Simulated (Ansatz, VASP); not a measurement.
# TlCl in VASP and in Ansatz

INCAR

```
PREC     = Accurate       # precision mode
ENCUT    = 450            # plane-wave cutoff, eV
EDIFF    = 1E-7           # SCF threshold, eV
ISMEAR   = -1             # smearing method
SIGMA    = 0.02           # smearing width, eV
LREAL    = False          # projectors in reciprocal space
LASPH    = True           # aspherical terms in the spheres
NELM     = 120            # most SCF steps
ALGO     = Normal         # electronic algorithm
ISIF     = 2              # what is computed and relaxed
LWAVE    = False          # write WAVECAR
LCHARG   = False          # write CHGCAR
GGA      = PE             # functional
IBRION   = 2              # ionic algorithm
NSW      = 80             # ionic steps
EDIFFG   = -0.02          # ionic threshold
GGA_COMPAT= False        
NELMIN   = 4
```

Contents of KPOINTS:

```
regular mesh
0
Gamma
  7 7 7
```

POSCAR

```
TlCl
1.0
    3.8340000000      0.0000000000      0.0000000000
    0.0000000000      3.8340000000      0.0000000000
    0.0000000000      0.0000000000      3.8340000000
Tl Cl
1 1
Direct
    0.0000000000      0.0000000000      0.0000000000
    0.5000000000      0.5000000000      0.5000000000
```

Input for Ansatz:

```yaml
crystal:
  lattice:
    - [3.834, 0.0, 0.0]
    - [0.0, 3.834, 0.0]
    - [0.0, 0.0, 3.834]
  atoms:
    - { symbol: Tl, position: [0.0, 0.0, 0.0] }
    - { symbol: Cl, position: [0.5, 0.5, 0.5] }
kpoints:
  mp_grid: { grid: [7, 7, 7] }
scf:
  occupations: { method: fermi_dirac, width: 0.02 }
hamiltonian:
  xc: pbe
  pseudopotentials: { kind: paw }
output:
  forces: true
  stress: true
  populations: true
  efg:
    quadrupole_moments_barn: { Cl: -0.08112 }
    contact_densities: true
relax:
  f_tol: 0.02
  max_steps: 60
```

Alike in both runs: task relaxation of the atoms; functional PBE; k mesh 7 × 7 × 7; occupations fermi-dirac, width 0.02 eV; no spin polarisation.

|  | VASP | Ansatz |
| --- | --- | --- |
| version | VASP 6.6.1 | Ansatz 0.2.0 |
| potentials or method | VASP PAW PBE potentials, release 64 (Tl_d, Cl) | plane-wave PAW, scalar-relativistic |
| plane-wave cutoff (eV) | 450 | 420 |
| valence electrons in the cell | 20 | 20 |

```csv
,VASP,Ansatz,Ansatz less VASP
"gap on the k mesh at the Fermi level, each at its own relaxed structure (eV)",2.54,2.54,-0.005
```

Ansatz's warnings: stress scf threshold loose.

Neither program's run includes spin-orbit coupling. Noted on VASP's run: the relaxation stopped at its first step, so nothing moved.
